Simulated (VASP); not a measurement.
**AlNi3: single point with LDA**

Crystal: AlNi3.

```
Al Ni
1.0
     3.27791    0.00000    0.00000
     0.00000    3.27791    0.00000
     0.00000    0.00000    3.27791
Al Ni
1 3
Direct
  0.00000 0.00000 0.00000
  0.00000 0.50000 0.50000
  0.50000 0.00000 0.50000
  0.50000 0.50000 0.00000
```

```
Program             : VASP 6.6.1
Task                : single point
Functional          : LDA
Potentials or basis : VASP PAW LDA potentials, release 64 (Al, Ni)
Cutoff              : 520 eV
k mesh              : 20 × 20 × 20
Occupations         : gaussian, width 0.05 eV
Spin                : collinear spin, ferromagnetic start
Starting moments    : [0.0, 0.5, 0.5, 0.5] μB
```

```
Pressure                                              : 60.2 GPa
Net moment                                            : 0.02 μB per cell
Valence electrons inside the program's atomic spheres : Al 0.97; Ni 9.97
```

Levels at points of the mesh, in eV from the Fermi level:
Spin up:
| k point | band 14 | band 15 | band 16 | band 17 | band 18 | band 19 | band 20 | band 21 |
| --- | --- | --- | --- | --- | --- | --- | --- | --- |
| (0.00, 0.00, 0.00) | 0.27 | 0.27 | 0.27 | 0.99 | 0.99 | 0.99 | 8.17 | 8.17 |
| (0.50, 0.00, 0.00) | -1.46 | -1.25 | -0.48 | 0.27 | 6.53 | 6.53 | 6.99 | 6.99 |
| (0.50, 0.50, 0.00) | -1.49 | -1.15 | -1.08 | -0.67 | 1.48 | 1.48 | 9.50 | 9.50 |
| (0.50, 0.50, 0.50) | -1.31 | -1.31 | -0.52 | -0.02 | -0.02 | -0.02 | 5.32 | 5.51 |
Spin down:
| k point | band 14 | band 15 | band 16 | band 17 | band 18 | band 19 | band 20 | band 21 |
| --- | --- | --- | --- | --- | --- | --- | --- | --- |
| (0.00, 0.00, 0.00) | 0.28 | 0.28 | 0.28 | 0.99 | 0.99 | 0.99 | 8.17 | 8.17 |
| (0.50, 0.00, 0.00) | -1.46 | -1.24 | -0.48 | 0.28 | 6.53 | 6.53 | 6.99 | 6.99 |
| (0.50, 0.50, 0.00) | -1.49 | -1.14 | -1.07 | -0.67 | 1.48 | 1.48 | 9.50 | 9.50 |
| (0.50, 0.50, 0.50) | -1.31 | -1.31 | -0.52 | -0.01 | -0.01 | -0.01 | 5.32 | 5.51 |

Wall time 8.3 min on 1 thread of Oxide Virtual Turin-like Processor, with other jobs on the host, peak memory 0.41 GiB.

Caveat: the cell stands under pressure.
